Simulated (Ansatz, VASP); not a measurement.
**One calculation of Al2O, two programs**

File INCAR:

```
PREC = Accurate
ENCUT = 520
EDIFF = 1E-6
ISMEAR = 0
SIGMA = 0.1
LREAL = F
LASPH = T
NELM = 100
ALGO = Normal
ISIF = 2
LWAVE = F
LCHARG = T
GGA = PE
LELF = T
LVHAR = T
NBANDS = 21
```

File KPOINTS:

```
Automatic mesh
0
Gamma
  6 6 2
```

POSCAR

```
Al2O
1.0
    2.8562080800      0.0000000000      0.0000000000
    0.0000000000      2.8562080800      0.0000000000
    0.0000000000      0.0000000000      8.5074697300
Al O
4 2
Direct
    0.0000000000      0.0000000000      0.8261659700
    0.0000000000      0.0000000000      0.1738340300
    0.0000000000      0.0000000000      0.5000000000
    0.5000000000      0.5000000000      0.0000000000
    0.5000000000      0.5000000000      0.3319490000
    0.5000000000      0.5000000000      0.6680510000
```

Input for Ansatz:

```yaml
crystal:
  lattice:
    - [2.85620808, 0.0, 0.0]
    - [0.0, 2.85620808, 0.0]
    - [0.0, 0.0, 8.50746973]
  atoms:
    - { symbol: Al, position: [0.0, 0.0, 0.82616597] }
    - { symbol: Al, position: [0.0, 0.0, 0.17383403] }
    - { symbol: Al, position: [0.0, 0.0, 0.5] }
    - { symbol: Al, position: [0.5, 0.5, 0.0] }
    - { symbol: O, position: [0.5, 0.5, 0.331949] }
    - { symbol: O, position: [0.5, 0.5, 0.668051] }
basis:
  ecutwfc: 420
kpoints:
  mp_grid: { grid: [6, 6, 2] }
hamiltonian:
  xc: pbe
scf:
  occupations: { method: gaussian, width: 0.1 }
  lower_state_search: "off"
output:
  forces: true
  stress: true
  eigenvalues: true
```

Change from the starting cell: species swapped into the Fe2Si type (P4/mmm, No. 123).

Alike in both runs: task single point; functional PBE; k mesh 6 × 6 × 2; occupations gaussian, width 0.1 eV; no spin polarisation.

|  | VASP | Ansatz |
| --- | --- | --- |
| version | VASP 6.6.1 | Ansatz 0.2.0 |
| potentials or method | VASP PAW PBE potentials, release 64 (Al, O), cutoff 520 eV | scalar-relativistic, plane waves, PAW |
| valence electrons in the cell | 24 | 24 |

Ansatz gave:

| Property | Result |
| --- | --- |
| gap on the k mesh at the Fermi level (eV) | none |
| pressure (GPa) | 13.0 |
| traceless stress, the component that is largest in VASP (GPa) | 12.76 |
| rms of the force components (eV/Å) | 0.894 |

Q: Which values does VASP return?

A: gap on the k mesh at the Fermi level (eV): none; pressure (GPa): 13.0; traceless stress, the component that is largest in VASP (GPa): 12.73; rms of the force components (eV/Å): 0.895.

Atom by atom the forces differ by 0.002 eV/Å (rms over components). A gap of «none» marks a metal or a gap that the smearing closes. The functional is the same, so the differences come from potentials, cutoffs and numerics.

The k mesh is coarse, so the values compare programs but aren't converged.
